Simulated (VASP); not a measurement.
# Ti (Im-3m) in VASP: notebook

Ti is run at these levels: PBEsol; tasks: single point.

All numbers are computed with VASP 6.6.1; they aren't measurements. Logs are shortened: lines on timing, memory, paths and dates and some standing lists are left out, and cuts for length are marked.

### Step 1. The cell of the first run

The structure is cubic, space group Im-3m (No. 229). The conventional cell has a = 3.282 Å, b = 3.282 Å, c = 3.282 Å, α = 90.00°, β = 90.00°, γ = 90.00°. Within 3.7 Å of Ti (site symmetry m-3m) lie 14 Ti at 2.84 to 3.28 Å.

### Step 2. Single point, PBEsol

INCAR

```
SYSTEM = Ti
  ALGO = Normal
  EDIFF = 1E-7
  ENCUT = 520
  GGA = PS
  ISIF = 2
  ISMEAR = 0
  LASPH = .TRUE.
  LCHARG = .TRUE.
  LELF = .TRUE.
  LREAL = .FALSE.
  LVHAR = .TRUE.
  LWAVE = .FALSE.
  NBANDS = 12
  NELM = 80
  PREC = Accurate
  SIGMA = 0.1
```

KPOINTS

```
k-points
0
G
  12 12 12
  0 0 0
```

POSCAR

```
Ti
1.0
   -1.6410000000      1.6410000000      1.6410000000
    1.6410000000     -1.6410000000      1.6410000000
    1.6410000000      1.6410000000     -1.6410000000
Ti
1
Direct
    0.0000000000      0.0000000000      0.0000000000
```

Potentials or basis: VASP PAW PBE potentials, release 64 (Ti_sv).

Started as:

```sh
$ cat potpaw_PBE.64/Ti_sv/POTCAR > POTCAR
$ mpirun -np 1 vasp_std > vasp.out
```

OUTCAR:

```text
SYSTEM = Ti
   EDIFF = 1E-7
   ENCUT = 520
   GGA = PS
   ISIF = 2
   ISMEAR = 0
   LASPH = .TRUE.
   LREAL = .FALSE.
   NELM = 80
   PREC = Accurate

 ion  position               nearest neighbor table
   1  0.000  0.000  0.000-

  LATTYP: Found a body centered cubic cell.
 ALAT       =     3.2820000000

  Lattice vectors:

 A1 = (  -1.6410000000,   1.6410000000,   1.6410000000)
 A2 = (   1.6410000000,  -1.6410000000,   1.6410000000)
 A3 = (   1.6410000000,   1.6410000000,  -1.6410000000)

Analysis of symmetry for initial positions (statically):
=====================================================================
 Subroutine PRICEL returns:
 Original cell was already a primitive cell.

 Routine SETGRP: Setting up the symmetry group for a
 body centered cubic supercell.

 Subroutine GETGRP returns: Found 48 space group operations
 (whereof 48 operations were pure point group operations)
 out of a pool of 48 trial point group operations.

The static configuration has the point symmetry O_h .

Analysis of symmetry for dynamics (positions and initial velocities):
=====================================================================
 Subroutine PRICEL returns:
 Original cell was already a primitive cell.

 Routine SETGRP: Setting up the symmetry group for a
 body centered cubic supercell.

 Subroutine GETGRP returns: Found 48 space group operations
 (whereof 48 operations were pure point group operations)
 out of a pool of 48 trial point group operations.

The dynamic configuration has the point symmetry O_h .

 Subroutine INISYM returns: Found 48 space group operations
 (whereof 48 operations are pure point group operations),
 and found     1 'primitive' translations

----------------------------------------------------------------------------------------

                                     Primitive cell

  volume of cell :      17.6761

  direct lattice vectors                    reciprocal lattice vectors
    -1.641000000  1.641000000  1.641000000     0.000000000  0.304692261  0.304692261
     1.641000000 -1.641000000  1.641000000     0.304692261  0.000000000  0.304692261
     1.641000000  1.641000000 -1.641000000     0.304692261  0.304692261  0.000000000

  length of vectors
     2.842295375  2.842295375  2.842295375     0.430899928  0.430899928  0.430899928

  position of ions in fractional coordinates (direct lattice)
     0.000000000  0.000000000  0.000000000

  ion indices of the primitive-cell ions
   primitive index   ion index
                 1           1

----------------------------------------------------------------------------------------

 KPOINTS: k-points

Automatic generation of k-mesh.
 Grid dimensions read from file:
 generate k-points for:   12   12   12

 Generating k-lattice:

  Cartesian coordinates                     Fractional coordinates (reciprocal lattice)
     0.000000000  0.025391022  0.025391022     0.083333333  0.000000000  0.000000000
     0.025391022  0.000000000  0.025391022     0.000000000  0.083333333  0.000000000
     0.025391022  0.025391022  0.000000000     0.000000000  0.000000000  0.083333333

  Length of vectors
     0.035908327  0.035908327  0.035908327

  Shift w.r.t. Gamma in fractional coordinates (k-lattice)
     0.000000000  0.000000000  0.000000000

 Subroutine IBZKPT returns following result:
 ===========================================

 Found     72 irreducible k-points:

 Following reciprocal coordinates:
            Coordinates               Weight
  0.000000  0.000000  0.000000      1.000000
  0.083333  0.000000  0.000000     12.000000
  0.166667  0.000000  0.000000     12.000000
  0.250000  0.000000  0.000000     12.000000
  0.333333  0.000000  0.000000     12.000000
  0.416667  0.000000  0.000000     12.000000
[... 16 lines left out ...]
  0.333333  0.083333  0.083333     24.000000
  0.416667  0.083333  0.083333     12.000000
 [... further k-points ...]
   k-points           NKPTS =     72   k-points in BZ     NKDIM =     72   number of bands    NBANDS=     12
   number of dos      NEDOS =    301   number of ions     NIONS =      1
   total plane-waves  NPLWV =  13824
   dimension x,y,z NGX =    24 NGY =   24 NGZ =   24
   dimension x,y,z NGXF=    48 NGYF=   48 NGZF=   48
   ions per type =               1
   NGX,Y,Z   is equivalent  to a cutoff of  14.04, 14.04, 14.04 a.u.
   NGXF,Y,Z  is equivalent  to a cutoff of  28.08, 28.08, 28.08 a.u.
 SYSTEM =  Ti
   PREC   = accura    normal or accurate (medium, high low for compatibility)
   ISTART =      0    job   : 0-new  1-cont  2-samecut
   ICHARG =      2    charge: 1-file 2-atom 10-const
   ISPIN  =      1    spin polarized calculation?
   LNONCOLLINEAR =      F non collinear calculations
   LSORBIT =      F    spin-orbit coupling
   LASPH  =      T    aspherical Exc in radial PAW
   ENCUT  =  520.0 eV  38.22 Ry    6.18 a.u.   5.28  5.28  5.28*2*pi/ulx,y,z
   NELM   =     80;   NELMIN=  2; NELMDL= -5     # of ELM steps
   EDIFF  = 0.1E-06   stopping-criterion for ELM
   LREAL  =      F    real-space projection
   EDIFFG = 0.1E-05   stopping-criterion for IOM
   NSW    =      0    number of steps for IOM
   IBRION =     -1    ionic relax: 0-MD 1-quasi-New 2-CG
   NFREE  =      0    steps in history (QN), initial steepest desc. (CG)
   ISIF   =      2    stress and relaxation
   ISYM   =      2    0-nonsym 1-usesym 2-fastsym
   POTIM  = 0.5000    time-step for ionic-motion
   TEBEG  =    0.0;   TEEND  =   0.0 temperature during run
   PSTRESS=    0.0 pullay stress
   NELECT =      12.0000    total number of electrons
   NUPDOWN=      -1.0000    fix difference up-down
   EMIN   =  10.00;   EMAX   =-10.00  energy-range for DOS
   EFERMI =   0.00;   METHOD = LEGACY
   ISMEAR =     0;   SIGMA  =   0.10  broadening in eV -4-tet -1-fermi 0-gaus
   EFERMI_NEDOS =   21; number of points for ismear=-14 and -15
   IALGO  =     38    algorithm
   IMIX   =      4    mixing-type and parameters
     AMIX     =   0.40;   BMIX     =  1.00
     AMIX_MAG =   1.60;   BMIX_MAG =  1.00
  volume/ion in A,a.u.               =      17.68       119.28
  Fermi-wavevector in a.u.,A,eV,Ry     =   1.438821  2.718977 28.166848  2.070205
  Thomas-Fermi vector in A             =   2.557745
   LORBIT       =      0    0 simple, 1 ext, 2 COOP (PROOUT), +10 PAW based schemes
   GGA     = PS    functional components
   LHFCALC =     F    Hartree Fock is set to
   AEXX    =    0.0000 exact exchange contribution
   IVDW    =     0    specifies the selected vdW correction
   LEPSILON=     F    determine dielectric tensor
   LRPA    =     F    only Hartree local field effects (RPA)
 non-spin polarized calculation
 Gauss-broadening in eV      SIGMA  =   0.10
  energy-cutoff  :      520.00
  volume of cell :       17.68
 maximum number of plane-waves:       490
 NGX is ok and might be reduce to    24
   NGX = 11   NGY = 11   NGZ = 11

 number of electron      12.0000001 magnetization

 Free energy of the ion-electron system (eV)
  ---------------------------------------------------
  ext. energy  EPLUGINS =         0.00000000
  ---------------------------------------------------
  free energy    TOTEN  =        -8.21488031 eV

  energy without entropy =       -8.20375416  energy(sigma->0) =       -8.20931723

 E-fermi :   7.7914     XC(G=0): -11.5475

 val. band max:        7.7408337539   @ k =   0.2500   0.2500   0.0000
 cond. band min:       7.8253693127   @ k =   0.2500   0.1667   0.0000
 fundamental gap:      0.0845355588
 Fermi energy:         7.7914481704

 k-point     1 :       0.0000    0.0000    0.0000
  band No.  band energies     occupation
      1     -48.5489      2.00000
      2     -24.5196      2.00000
      3     -24.5196      2.00000
      4     -24.5196      2.00000
      5       1.8628      2.00000
      6       8.7490      0.00000
      7       8.7490      0.00000
      8       8.7490      0.00000
      9      10.4832      0.00000
     10      10.4832      0.00000
     11      25.0722      0.00000
     12      25.0722      0.00000

 k-point     2 :       0.0833    0.0000    0.0000
  band No.  band energies     occupation
      1     -48.5406      2.00000
      2     -24.5645      2.00000
      3     -24.5335      2.00000
      4     -24.5199      2.00000
      5       2.0960      2.00000
      6       8.6442      0.00000
      7       8.7167      0.00000
      8       8.9179      0.00000
      9      10.3665      0.00000
     10      10.4899      0.00000
     11      24.6850      0.00000
     12      25.0276      0.00000

 k-point     3 :       0.1667    0.0000    0.0000
  band No.  band energies     occupation
      1     -48.5179      2.00000
      2     -24.6858      2.00000
      3     -24.5713      2.00000
      4     -24.5206      2.00000
      5       2.7584      2.00000
      6       8.3703      0.00000
      7       8.5477      0.00000
      8       9.4027      0.00000
      9      10.1900      0.00000
     10      10.5182      0.00000
     11      23.4202      0.00000
     12      24.5314      0.00000

 k-point     4 :       0.2500    0.0000    0.0000
  band No.  band energies     occupation
      1     -48.4868      2.00000
      2     -24.8485      2.00000
      3     -24.6225      2.00000
      4     -24.5216      2.00000
      5       3.7217      2.00000
      6       8.0214      0.00114
      7       8.2299      0.00000
      8      10.1328      0.00000
      9      10.1982      0.00000
     10      10.5819      0.00000
     11      21.3758      0.00000
     12      23.4054      0.00000

 k-point     5 :       0.3333    0.0000    0.0000
  band No.  band energies     occupation
      1     -48.4555      2.00000
      2     -25.0079      2.00000
      3     -24.6732      2.00000
      4     -24.5226      2.00000
      5       4.6924      2.00000
      6       7.6973      1.81704
      7       8.0985      0.00001
      8      10.3401      0.00000
      9      10.6776      0.00000
     10      10.9705      0.00000
     11      19.0914      0.00000
     12      22.2166      0.00000
[... 228 lines left out ...]
      1     -48.4773      2.00000
      2     -24.8957      2.00000
      3     -24.6086      2.00000
      4     -24.5562      2.00000
      5       4.1161      2.00000
      6       7.8487      0.41851
      7       7.8840      0.19046
      8      10.3356      0.00000
      9      10.5525      0.00000
     10      10.7085      0.00000
     11      21.4323      0.00000
     12      22.3145      0.00000

 k-point    22 :       0.2500    0.0833    0.0833
  band No.  band energies     occupation
      1     -48.4496      2.00000
      2     -25.0121      2.00000
      3     -24.6772      2.00000
      4     -24.5606      2.00000
      5       5.0957      2.00000
      6       7.5482      1.99942
      7       7.7180      1.70138
      8      10.4224      0.00000
      9      10.6917      0.00000
     10      11.6180      0.00000
     11      19.1735      0.00000
     12      21.3654      0.00000

 k-point    23 :       0.3333    0.0833    0.0833
  band No.  band energies     occupation
      1     -48.4291      2.00000
      2     -25.0917      2.00000
      3     -24.7317      2.00000
      4     -24.5638      2.00000
      5       5.6466      2.00000
      6       7.3540      2.00000
      7       8.0342      0.00060
      8      10.5242      0.00000
      9      10.7884      0.00000
     10      12.4459      0.00000
     11      17.1695      0.00000
     12      20.6870      0.00000

 k-point    24 :       0.4167    0.0833    0.0833
  band No.  band energies     occupation
      1     -48.4217      2.00000
      2     -25.1199      2.00000
      3     -24.7523      2.00000
      4     -24.5650      2.00000
      5       5.7515      2.00000
      6       7.2871      2.00000
      7       8.3586      0.00000
      8      10.5580      0.00000
      9      10.8246      0.00000
     10      12.8441      0.00000
     11      16.2757      0.00000
     12      20.4416      0.00000

 [... further k-points ...]

------------------------ aborting loop because EDIFF is reached ----------------------------------------

  FORCE on cell =-STRESS in cart. coord.  units (eV):
  Direction    XX          YY          ZZ          XY          YZ          ZX
  --------------------------------------------------------------------------------------
  -------------------------------------------------------------------------------------
  Total       -0.7802555     -0.7802555     -0.7802555      0.0000000     -0.0000000      0.0000000
  in kB      -70.7231629    -70.7231629    -70.7231629      0.0000000     -0.0000000      0.0000000
  external PRESSURE =     -70.7231629 kB  Pullay stress =       0.0000000 kB

 VOLUME and BASIS-vectors are now :
 -----------------------------------------------------------------------------
  energy-cutoff  :      520.00
  volume of cell :       17.68
      direct lattice vectors                 reciprocal lattice vectors
    -1.641000000  1.641000000  1.641000000     0.000000000  0.304692261  0.304692261
     1.641000000 -1.641000000  1.641000000     0.304692261  0.000000000  0.304692261
     1.641000000  1.641000000 -1.641000000     0.304692261  0.304692261  0.000000000

 POSITION                                       TOTAL-FORCE (eV/Angst)
 -----------------------------------------------------------------------------------
      0.00000      0.00000      0.00000         0.000000     -0.000000     -0.000000
 -----------------------------------------------------------------------------------
    total drift:                                0.000000      0.000000      0.000000

  FREE ENERGIE OF THE ION-ELECTRON SYSTEM (eV)
  ---------------------------------------------------
  free  energy   TOTEN  =        -8.2148803084 eV

  energy  without entropy=       -8.2037541592  energy(sigma->0) =       -8.20931723
```

It used 49 s of CPU time on 1 thread of AMD EPYC 7R13 (shared host).

What came out:

| Property | Result |
| --- | --- |
| Free energy | -8.2149 eV |
| Pressure | -7.1 GPa |
| Band gap on the k mesh | zero (band 6 reaches 8.75 eV, above the bottom of band 7 at 7.18 eV) |

Caveat: the PAW data sets were made with another functional, which shifts forces and pressure a little.

### Step 3. Single point, PBEsol

This run uses another cell than the first one, of 18.38 Å³/atom, 1.040 times its volume.

INCAR

```
  ALGO = Normal
  EDIFF = 1E-6
  ENCUT = 520
  GGA = PS
  ISIF = 2
  ISMEAR = 0
  LASPH = T
  LCHARG = F
  LREAL = F
  LWAVE = F
  NBANDS = 12
  NELM = 100
  PREC = Accurate
  SIGMA = 0.1
```

KPOINTS

```
k-points
0
Gamma
  12 12 12
```

POSCAR

```
Ti
1.0
   -1.6625945817      1.6625945817      1.6625945817
    1.6625945817     -1.6625945817      1.6625945817
    1.6625945817      1.6625945817     -1.6625945817
Ti
1
Direct
    0.0000000000      0.0000000000      0.0000000000
```

Potentials or basis: VASP PAW PBE potentials, release 64 (Ti_sv).

Started as:

```sh
$ cat potpaw_PBE.64/Ti_sv/POTCAR > POTCAR
$ mpirun -np 1 vasp_std > vasp.out
```

Run time: 52 s. Hardware: 1 thread of AMD EPYC 7R13, shared host; peak memory 0.11 GiB.

It converged, with:

| Item | Value |
| --- | --- |
| Free energy | -8.1768 eV |
| Pressure | -10.2 GPa |
| Band gap on the k mesh | zero (band 6 reaches 8.32 eV, above the bottom of band 7 at 6.80 eV) |

Levels at points of the mesh, in eV from the Fermi level:
```tsv
k point	band 4	band 5	band 6	band 7	band 8	band 9
(0.00, 0.00, 0.00)	-32.43	-5.84	0.92	0.92	0.92	2.57
(0.50, 0.00, 0.00)	-32.43	-2.34	-0.36	0.98	2.55	2.88
(0.50, 0.50, 0.50)	-32.82	-1.93	-1.93	3.65	3.65	3.65
```

Caveat: the PAW data sets were made with another functional, which shifts forces and pressure a little.

### Step 4. Single point, PBEsol

This run uses another cell than the first one, of 19.09 Å³/atom, 1.080 times its volume.

INCAR

```
SYSTEM = Ti
PREC = Accurate ; ENCUT = 520
EDIFF = 1E-6 ; ISMEAR = 0
SIGMA = 0.1 ; LREAL = .FALSE.
LASPH = .TRUE. ; NELM = 80
ALGO = Normal ; ISIF = 2
LWAVE = .FALSE. ; LCHARG = .TRUE.
GGA = PS ; LELF = .TRUE.
LVHAR = .TRUE. ; NBANDS = 12
```

KPOINTS

```
Automatic mesh
0
G
  12 12 12
  0 0 0
```

POSCAR

```
Ti
1.0
   -1.6836423171      1.6836423171      1.6836423171
    1.6836423171     -1.6836423171      1.6836423171
    1.6836423171      1.6836423171     -1.6836423171
Ti
1
Direct
    0.0000000000      0.0000000000      0.0000000000
```

Started as:

```sh
$ cat potpaw_PBE.64/Ti_sv/POTCAR > POTCAR
$ mpirun -np 1 vasp_std > vasp.out
```

Run time: 52 s. Hardware: 1 thread of AMD EPYC 7R13, shared host; peak memory 0.11 GiB.

The run converged. Its results:

* Free energy: -8.1260 eV
* Pressure: -12.8 GPa
* Band gap on the k mesh: zero (band 6 reaches 7.91 eV, above the bottom of band 7 at 6.45 eV)

Levels at points of the mesh, in eV from the Fermi level:
```csv
k point,band 3,band 4,band 5,band 6,band 7,band 8,band 9,band 10
"(0.00, 0.00, 0.00)",-32.54,-32.54,-5.74,0.89,0.89,0.89,2.46,2.46
"(0.50, 0.00, 0.00)",-32.70,-32.55,-2.25,-0.33,0.89,2.43,2.74,3.78
"(0.50, 0.50, 0.50)",-32.89,-32.89,-1.82,-1.82,3.48,3.48,3.48,7.62
```

Caveat: the PAW data sets were made with another functional, which shifts forces and pressure a little.

### Step 5. The runs side by side

| cell | gap on the mesh (eV) | pressure (GPa) |
| --- | --- | --- |
| a = 2.842 Å, angles 109.5°, 1 atom | none | -7.1 |
| a = 2.880 Å, angles 109.5°, 1 atom | none | -10.2 |
| a = 2.916 Å, angles 109.5°, 1 atom | none | -12.8 |

Alike in all rows: task single point; level PBEsol; potentials or basis VASP PAW PBE potentials, release 64 (Ti_sv); no spin polarisation; k mesh 12 × 12 × 12; cutoff (eV) 520; smearing gaussian 0.1 eV.

Caveats: the PAW data sets were made with another functional, which shifts forces and pressure a little.

Total energies depend on the potentials used, so only differences within one code and one set of settings carry meaning.
